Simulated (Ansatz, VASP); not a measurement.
## Si: VASP beside Ansatz

```
Si
1.0
     0.00000    2.71673    2.71673
     2.71673    0.00000    2.71673
     2.71673    2.71673    0.00000
Si
2
Direct
  0.50000 0.50000 0.50000
  0.75000 0.75000 0.75000
```

Alike in both runs: functional PBEsol; k mesh 10 × 10 × 10; occupations gaussian, width 0.02 eV; no spin polarisation.

Ansatz relaxed the structure, and its values are those at the end. VASP's run is a single point on that final structure, the one shown.

|  | VASP | Ansatz |
| --- | --- | --- |
| version | VASP 6.6.1 | Ansatz 0.2.0 |
| potentials or method | VASP PAW PBE potentials, release 64 (Si), cutoff 520 eV | scalar-relativistic, plane waves, PAW |
| valence electrons in the cell | 8 | 8 |

|  | VASP | Ansatz | Ansatz less VASP |
| --- | --- | --- | --- |
| gap on the k mesh at the Fermi level (eV) | 0.47 | 0.48 | +0.006 |
| least direct gap on the mesh (eV) | 2.52 | 2.52 | +0.003 |
| pressure (GPa) | 0.1 | 0.0 | -0.12 |

VASP's potentials were made for PBE, not for PBEsol, and Ansatz warns of the same on its side. With one functional, cell and mesh, what is left measures potentials, basis and numerics.
